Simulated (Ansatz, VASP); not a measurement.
**Ca in VASP and in Ansatz**

The input INCAR:

```
SYSTEM = Ca
PREC = Accurate ; ENCUT = 520
EDIFF = 1E-6 ; ISMEAR = 1
SIGMA = 0.03 ; LREAL = .False.
LASPH = .True. ; NELM = 100
ALGO = Normal ; ISIF = 2
LWAVE = .False. ; LCHARG = .False.
GGA = CA ; NBANDS = 11
```

The input KPOINTS:

```
Automatic mesh
0
Gamma
  10 10 10
  0 0 0
```

Contents of POSCAR:

```
Ca
1.0
    0.0000000000      2.6714532750      2.6714532750
    2.6714532750      0.0000000000      2.6714532750
    2.6714532750      2.6714532750      0.0000000000
Ca
1
Direct
    0.0000000000      0.0000000000      0.0000000000
```

Input for Ansatz:

```yaml
crystal:
  lattice:
    - [0.0, 2.671453275, 2.671453275]
    - [2.671453275, 0.0, 2.671453275]
    - [2.671453275, 2.671453275, 0.0]
  atoms:
    - { symbol: Ca, position: [0.0, 0.0, 0.0] }
hamiltonian:
  xc: lda
  pseudopotentials:
    kind: paw
    azcp:
      Ca: "pseudopotentials/Ca.paw.azcp"
basis:
  ecutwfc: 420
  fft_grid_basis: typed
kpoints:
  mp_grid: { grid: [10, 10, 10], shift: [0, 0, 0] }
magnetization:
  spin_polarized: false
scf:
  occupations: { method: methfessel_paxton, width: 0.03 }
  lower_state_search: "off"
output:
  stress: true
```

Alike in both runs: task single point; functional LDA; k mesh 10 × 10 × 10; occupations methfessel-paxton of order 1, width 0.03 eV; no spin polarisation.

|  | VASP | Ansatz |
| --- | --- | --- |
| version | VASP 6.6.1 | Ansatz 0.2.0 |
| potentials or method | VASP PAW LDA potentials, release 64 (Ca_sv), cutoff 520 eV | plane waves (420 eV) with PAW, scalar-relativistic |
| valence electrons in the cell | 10 | 10 |

```csv
,VASP,Ansatz,Ansatz less VASP
pressure (GPa),-0.1,-0.1,0.00
```

Ansatz warns that its potentials were made for another functional, while VASP's fit it. LDA's correlation is that of Perdew and Zunger in VASP and of Perdew and Wang (1992) in Ansatz.
